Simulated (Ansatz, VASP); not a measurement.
# CoO in VASP and in Ansatz

```xyz
4
Lattice="0.0000 2.3193 2.3193 2.3193 0.0000 2.3193 4.6385 4.6385 0.0000" Properties=species:S:1:pos:R:3 pbc="T T T"
Co    0.0000    2.3193    2.3193
Co    2.3193    4.6385    2.3193
O     1.1596    1.1596    1.1596
O     3.4789    3.4789    1.1596
```

Alike in both runs: task single point; functional PBE; k mesh 14 × 14 × 7; occupations gaussian, width 0.02 eV; collinear spin; Hubbard terms Co d U = 3.32 eV.

|  | VASP | Ansatz |
| --- | --- | --- |
| version | VASP 6.6.1 | Ansatz 0.2.0 |
| potentials or method | VASP PAW PBE potentials, release 64 (Co, O), cutoff 520 eV | scalar-relativistic, plane waves, PAW |
| valence electrons in the cell | 30 | 46 |

VASP gave:

```
gap on the k mesh at the Fermi level (eV)                     : 1.08
least direct gap on the mesh (eV)                             : 1.22
pressure (GPa)                                                : -3.6
net moment per atom (μB)                                      : 0.00
size of the moment on the site where the two differ most (μB) : 2.65
```

What did Ansatz give for the same quantities?

gap on the k mesh at the Fermi level (eV): 0.98; least direct gap on the mesh (eV): 1.14; pressure (GPa): -2.1; net moment per atom (μB): 0.00; size of the moment on the site where the two differ most (μB): 2.43.

Site moments also hang on the region over which each program counts them. The programs project onto different local orbitals, so the same U acts differently, and such runs can settle in different states. VASP's potentials hold 30 valence electrons a cell and Ansatz's 46, so a difference there can come from the potentials and not from the codes. Ansatz's warnings: look outside group, minimisation memory short.
